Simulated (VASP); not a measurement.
# TaGe3W2 (P-4m2) in VASP: relaxation of cell and atoms with PBE

Aim: the relaxation of cell and atoms of TaGe3W2 with PBE.

Program: VASP 6.6.1. These are calculated values, not measurements. Logs are shortened: lines on timing, memory, paths and dates and some standing lists are left out, and cuts for length are marked.

### 1 The cell of the first run

Symmetry: P-4m2, No. 115, tetragonal system. Conventional cell: a = 3.702 Å, b = 3.702 Å, c = 7.602 Å, α = 90.00°, β = 90.00°, γ = 90.00°. Ta (site symmetry -4m2) has 8 Ge at 2.62 to 3.43 Å and 4 W at 2.73 Å within 3.5 Å. Ge (site symmetry -4m2) has 4 Ta at 2.62 Å and 4 W at 2.73 Å and 4 Ge at 3.43 Å within 3.5 Å. Within 3.8 Å of Ge (site symmetry 2mm) lie 5 W at 2.70 to 2.76 Å and 10 Ge at 3.19 to 3.70 Å and 2 Ta at 3.43 Å. W (site symmetry 2mm) has 7 Ge at 2.70 to 2.76 Å and 2 Ta at 2.73 Å and 4 W at 3.70 Å within 3.8 Å.

The cell was generated, and may not be a known phase.

### 2 Relaxation of cell and atoms, PBE

The input, INCAR:

```
PREC = Accurate
ENCUT = 600
EDIFF = 1E-7
ISMEAR = 0
SIGMA = 0.1
LREAL = False
LASPH = True
NELM = 80
ALGO = Fast
ISIF = 3
LWAVE = False
LCHARG = False
GGA = PE
IBRION = 2
NSW = 100
EDIFFG = -0.01
```

The input, KPOINTS:

```
regular mesh
0
Gamma
  10 10 6
```

The input, POSCAR:

```
TaGe3W2
1.0
    3.7016497209      0.0000000000      0.0000000000
    0.0000000000      3.7016497209      0.0000000000
    0.0000000000      0.0000000000      7.6020895574
Ta Ge W
1 3 2
Direct
    0.5000000000      0.5000000000      0.0000000000
    0.0000000000      0.0000000000      0.0000000000
    0.5000000000      0.0000000000      0.6198299383
    0.0000000000      0.5000000000      0.3801700617
    0.5000000000      0.0000000000      0.2641499836
    0.0000000000      0.5000000000      0.7358500164
```

Potentials or basis: VASP PAW PBE potentials, release 64 (Ta_pv, Ge_d, W_sv).

Run with:

```console
> cat potpaw_PBE.64/Ta_pv/POTCAR potpaw_PBE.64/Ge_d/POTCAR potpaw_PBE.64/W_sv/POTCAR > POTCAR
> mpirun -np 1 vasp_std > vasp.out
```

OUTCAR:

```text
PREC = Accurate
   ENCUT = 600
   EDIFF = 1E-7
   ISMEAR = 0
   LREAL = False
   LASPH = True
   NELM = 80
   ISIF = 3
   GGA = PE
   IBRION = 2
   NSW = 100
   EDIFFG = -0.01

 ion  position               nearest neighbor table
   1  0.500  0.500  0.000-   2 2.62   2 2.62   2 2.62   2 2.62   5 2.73   6 2.73   6 2.73   5 2.73

   2  0.000  0.000  0.000-   1 2.62   1 2.62   1 2.62   1 2.62   6 2.73   6 2.73   5 2.73   5 2.73

   3  0.500  0.000  0.620-   5 2.70   6 2.76   6 2.76   6 2.76   6 2.76
   4  0.000  0.500  0.380-   6 2.70   5 2.76   5 2.76   5 2.76   5 2.76
   5  0.500  0.000  0.264-   3 2.70   2 2.73   1 2.73   1 2.73   2 2.73   4 2.76   4 2.76   4 2.76
                             4 2.76
   6  0.000  0.500  0.736-   4 2.70   2 2.73   1 2.73   2 2.73   1 2.73   3 2.76   3 2.76   3 2.76
                             3 2.76

  LATTYP: Found a simple tetragonal cell.
 ALAT       =     3.7016497209
 C/A-ratio  =     2.0537031136

  Lattice vectors:

 A1 = (   3.7016497209,   0.0000000000,   0.0000000000)
 A2 = (   0.0000000000,   3.7016497209,   0.0000000000)
 A3 = (   0.0000000000,   0.0000000000,   7.6020895574)

Analysis of symmetry for initial positions (statically):
=====================================================================
 Subroutine PRICEL returns:
 Original cell was already a primitive cell.

 Routine SETGRP: Setting up the symmetry group for a
 simple tetragonal supercell.

 Subroutine GETGRP returns: Found  8 space group operations
 (whereof  8 operations were pure point group operations)
 out of a pool of 16 trial point group operations.

The static configuration has the point symmetry D_2d.

Analysis of symmetry for dynamics (positions and initial velocities):
=====================================================================
 Subroutine PRICEL returns:
 Original cell was already a primitive cell.

 Routine SETGRP: Setting up the symmetry group for a
 simple tetragonal supercell.

 Subroutine GETGRP returns: Found  8 space group operations
 (whereof  8 operations were pure point group operations)
 out of a pool of 16 trial point group operations.

The dynamic configuration has the point symmetry D_2d.

 Subroutine INISYM returns: Found  8 space group operations
 (whereof  8 operations are pure point group operations),
 and found     1 'primitive' translations

----------------------------------------------------------------------------------------

[... 104 lines left out ...]
   IBRION =      2    ionic relax: 0-MD 1-quasi-New 2-CG
   NFREE  =      1    steps in history (QN), initial steepest desc. (CG)
   ISIF   =      3    stress and relaxation
   ISYM   =      2    0-nonsym 1-usesym 2-fastsym
   POTIM  = 0.5000    time-step for ionic-motion
   TEBEG  =    0.0;   TEEND  =   0.0 temperature during run
   PSTRESS=    0.0 pullay stress
   NELECT =      81.0000    total number of electrons
   NUPDOWN=      -1.0000    fix difference up-down
   EMIN   =  10.00;   EMAX   =-10.00  energy-range for DOS
   EFERMI =   0.00;   METHOD = LEGACY
   ISMEAR =     0;   SIGMA  =   0.10  broadening in eV -4-tet -1-fermi 0-gaus
   EFERMI_NEDOS =   21; number of points for ismear=-14 and -15
   IALGO  =     68    algorithm
   IMIX   =      4    mixing-type and parameters
     AMIX     =   0.40;   BMIX     =  1.00
     AMIX_MAG =   1.60;   BMIX_MAG =  1.00
  volume/ion in A,a.u.               =      17.36       117.16
  Fermi-wavevector in a.u.,A,eV,Ry     =   1.505435  2.844859 30.835347  2.266334
  Thomas-Fermi vector in A             =   2.616284
   LORBIT       =      0    0 simple, 1 ext, 2 COOP (PROOUT), +10 PAW based schemes
   GGA     = PE    functional components
   LHFCALC =     F    Hartree Fock is set to
   AEXX    =    0.0000 exact exchange contribution
   IVDW    =     0    specifies the selected vdW correction
   LEPSILON=     F    determine dielectric tensor
   LRPA    =     F    only Hartree local field effects (RPA)
 conjugate gradient relaxation of ions
 non-spin polarized calculation
 RMM-DIIS sequential band-by-band and
 Gauss-broadening in eV      SIGMA  =   0.10
  energy-cutoff  :      600.00
  volume of cell :      104.17
 maximum number of plane-waves:      3519
 NGX is ok and might be reduce to    30
   NGX = 15   NGY = 15   NGZ = 31

--------------------------------------- Ionic step        1  -------------------------------------------

 number of electron      81.0000014 magnetization

 Free energy of the ion-electron system (eV)
  ---------------------------------------------------
  ext. energy  EPLUGINS =         0.00000000
  ---------------------------------------------------
  free energy    TOTEN  =       -49.29854821 eV

  energy without entropy =      -49.27786147  energy(sigma->0) =      -49.28820484

------------------------ aborting loop because EDIFF is reached ----------------------------------------

  FORCE on cell =-STRESS in cart. coord.  units (eV):
  Direction    XX          YY          ZZ          XY          YZ          ZX
  --------------------------------------------------------------------------------------
  -------------------------------------------------------------------------------------
  Total       -0.0323393     -0.0323393      0.4028238      0.0000000      0.0000000      0.0000000
  in kB       -0.4974129     -0.4974129      6.1958672      0.0000000      0.0000000      0.0000000
  external PRESSURE =       1.7336805 kB  Pullay stress =       0.0000000 kB
[... 187 lines left out ...]
--------------------------------------- Ionic step        6  -------------------------------------------

 number of electron      81.0000020 magnetization

 Free energy of the ion-electron system (eV)
  ---------------------------------------------------
  ext. energy  EPLUGINS =         0.00000000
  ---------------------------------------------------
  free energy    TOTEN  =       -49.29968918 eV

  energy without entropy =      -49.27945254  energy(sigma->0) =      -49.28957086

 E-fermi :   8.1713     XC(G=0): -12.3048

 val. band max:        8.1518811188   @ k =   0.2000   0.1000   0.0000
 cond. band min:       8.1758214530   @ k =   0.5000   0.4000   0.3333
 fundamental gap:      0.0239403342
 Fermi energy:         8.1712857729

 k-point     1 :       0.0000    0.0000    0.0000
  band No.  band energies     occupation
      1     -65.8914      2.00000
      2     -65.8913      2.00000
      3     -30.2271      2.00000
      4     -30.2271      2.00000
      5     -30.1113      2.00000
      6     -30.0910      2.00000
[... 1213 lines left out ...]
     47      11.0473      0.00000
     48      11.4960      0.00000

 [... further k-points ...]
[... 5 lines left out ...]
  --------------------------------------------------------------------------------------
  -------------------------------------------------------------------------------------
  Total        0.0313383      0.0313383     -0.0236700      0.0000000      0.0000000     -0.0000000
  in kB        0.4819837      0.4819837     -0.3640454      0.0000000      0.0000000     -0.0000000
  external PRESSURE =       0.1999740 kB  Pullay stress =       0.0000000 kB
[... 21 lines left out ...]
  FREE ENERGIE OF THE ION-ELECTRON SYSTEM (eV)
  ---------------------------------------------------
  free  energy   TOTEN  =       -49.2996891783 eV

  energy  without entropy=      -49.2794525354  energy(sigma->0) =      -49.28957086

 reached required accuracy - stopping structural energy minimisation
```

OSZICAR:

```text
N       E                     dE             d eps       ncg     rms          rms(c)
DAV:   1     0.107678016457E+04    0.10768E+04   -0.44396E+04 10520   0.440E+03
DAV:   2     0.114028591268E+03   -0.96275E+03   -0.93678E+03  8160   0.110E+03
DAV:   3    -0.398032267719E+02   -0.15383E+03   -0.14712E+03  8776   0.258E+02
DAV:   4    -0.511308546221E+02   -0.11328E+02   -0.10944E+02 10240   0.698E+01
[... 90 lines left out ...]
RMM:   2    -0.492996902258E+02    0.20371E-05   -0.72217E-06  9865   0.206E-02    0.542E-03
RMM:   3    -0.492996896240E+02    0.60180E-06   -0.19645E-06  9283   0.918E-03    0.260E-03
RMM:   4    -0.492996894153E+02    0.20863E-06   -0.69159E-07  7735   0.452E-03    0.195E-03
RMM:   5    -0.492996891809E+02    0.23441E-06   -0.23414E-07  5865   0.363E-03    0.610E-04
RMM:   6    -0.492996891783E+02    0.26012E-08   -0.13581E-07  4898   0.246E-03
   6 F= -.49299689E+02 E0= -.49289571E+02  d E =-.350372E-03
```

It took 80 min on 1 thread of Oxide Virtual Turin-like, shared host; peak memory 0.55 GiB.

What came out:

| Quantity | Value |
| --- | --- |
| Free energy | -49.2997 eV |
| Energy gained by relaxing | 0.2 meV/atom |
| Ionic steps | 6 |
| Pressure after relaxing | 0.0 GPa |
| Largest force after relaxing | 0.009 eV/Å |
| Band gap on the k mesh | zero (an odd number of electrons rules out a gap without spin polarisation) |

Forces on the atoms (eV/Å):
```
Ta   0.000  0.000  0.000
Ge   0.000  0.000  0.000
Ge   0.000  0.000  0.004
Ge   0.000  0.000 -0.004
W    0.000  0.000  0.009
W    0.000  0.000 -0.009
```

The path:
```csv
step,energy change (eV),largest force (eV/Å),pressure (GPa),volume (Å³)
1,0.0000,0.0675,0.17,104.17
2,-0.0007,0.0170,-0.40,104.45
3,-0.0008,0.0290,-0.27,104.38
4,-0.0011,0.0089,0.19,104.08
5,-0.0011,0.0100,0.00,104.17
6,-0.0011,0.0094,0.02,104.17
```

Final structure:
```
Ta Ge W
1.0
     3.69661    0.00000    0.00000
     0.00000    3.69661    0.00000
     0.00000    0.00000    7.62334
Ta Ge W
1 3 2
Direct
  0.50000 0.50000 0.00000
  0.00000 0.00000 0.00000
  0.50000 0.00000 0.62040
  0.00000 0.50000 0.37960
  0.50000 0.00000 0.26457
  0.00000 0.50000 0.73543
```

Levels at points of the mesh, in eV from the Fermi level:
```
           k point  band 37  band 38  band 39  band 40  band 41  band 42  band 43  band 44
(0.00, 0.00, 0.00)    -1.82    -1.39    -0.74    -0.45    -0.45     0.20     1.56     1.56
(0.50, 0.00, 0.00)    -2.04    -1.03    -0.98    -0.41     0.55     0.64     0.99     1.80
(0.50, 0.50, 0.00)    -2.80    -1.51    -1.44    -0.21     0.38     0.38     1.22     1.22
(0.00, 0.00, 0.50)    -1.75    -0.70    -0.51    -0.51    -0.43     0.12     0.39     0.49
(0.50, 0.00, 0.50)    -1.78    -1.68    -1.50    -1.11     0.45     0.54     0.56     1.76
(0.50, 0.50, 0.50)    -1.90    -1.46    -1.43    -0.21    -0.15    -0.15     1.24     1.24
```

Caveat: spin-orbit coupling is left out, which moves the levels of the heavy elements.

The gap in the log of VASP goes by the Fermi energy; the results here count the filled bands.